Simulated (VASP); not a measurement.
Here is a VASP 6.6.1 calculation.

The input INCAR:

```
SYSTEM = AlRu
PREC     = Accurate       ! precision mode
ENCUT    = 520            ! plane-wave cutoff, eV
EDIFF    = 1E-6           ! SCF threshold, eV
ISMEAR   = 0              ! smearing method
SIGMA    = 0.15           ! smearing width, eV
LREAL    = .FALSE.        ! projectors in reciprocal space
LASPH    = .TRUE.         ! aspherical terms in the spheres
NELM     = 60             ! most SCF steps
ALGO     = Fast           ! electronic algorithm
ISIF     = 2              ! what is computed and relaxed
LWAVE    = .FALSE.        ! write WAVECAR
LCHARG   = .FALSE.        ! write CHGCAR
GGA      = PE             ! functional
NBANDS   = 25             ! bands
```

The input KPOINTS:

```
regular mesh
0
G
  18 18 18
  0 0 0
```

File POSCAR:

```
AlRu
1.0
   -3.0040847246      0.0000000000     -3.0040847246
    0.0000000000     -3.0040847246     -3.0040847246
   -3.0040847246     -3.0040847246      0.0000000000
Al Ru
2 2
Direct
    0.4750339931      0.5249660069      0.5249660069
    0.0249660069     -0.0249660069     -0.0249660069
    0.2500000000      0.2500000000      0.2500000000
    0.7500000000      0.7500000000      0.7500000000
```

Potentials or basis: VASP PAW PBE potentials, release 64 (Al, Ru_pv).

Run with:

```console
$ cat potpaw_PBE.64/Al/POTCAR potpaw_PBE.64/Ru_pv/POTCAR > POTCAR
$ mpirun -np 1 vasp_std > vasp.out
```

Q: Estimate the pressure.

A: 2.0 GPa.

Q: Estimate the band gap on the k mesh.

A: Zero (bands 17 and 18 overlap by 2.55 eV).

Forces in eV/Å, atoms in the order of the input:
```
Al   0.000  1.740  0.000
Al   0.000 -1.740  0.000
Ru   0.000  0.000  0.000
Ru   0.000  0.000  0.000
```

Caveat: the cell differs from its parent crystal (atoms displaced along a vibrational mode); forces of over 1 eV/Å act on the atoms, so gaps and moduli don't describe the material at rest.
